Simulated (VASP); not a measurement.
Crystal: CsSnI3.

```xyz
5
Lattice="6.2862 0.0000 0.0000 0.0000 6.2862 0.0000 0.0000 0.0000 6.2862" Properties=species:S:1:pos:R:3 pbc="T T T"
Cs    3.1431    3.1431    3.1431
Sn    0.0000    0.0000    0.0000
I     3.1431    0.0000    0.0000
I     0.0000    0.0000    3.1431
I     0.0000    3.1431    0.0000
```

Base run:

* Program: VASP 6.6.1
* Functional: r2SCAN
* Potentials or basis: VASP PAW PBE potentials, release 64 (Cs_sv, Sn_d, I)
* Cutoff: 520 eV
* k mesh: 5 × 5 × 5
* Occupations: fermi-dirac, width 0.02 eV
* Spin: no spin polarisation

Its results: band gap on the k mesh 1.92 eV; pressure -0.6 GPa.

Question: The run is repeated on the same cell with these changes: functional from r2SCAN to PBE. What comes out?

Answer: Band gap on the k mesh 1.78 eV; pressure -0.1 GPa.

Caveats: spin-orbit coupling is left out, which moves the levels of the heavy elements; an odd mesh through Γ misses points on the zone boundary, where band edges can lie; the PAW data sets were made with another functional, which shifts forces and pressure a little (at least some runs).
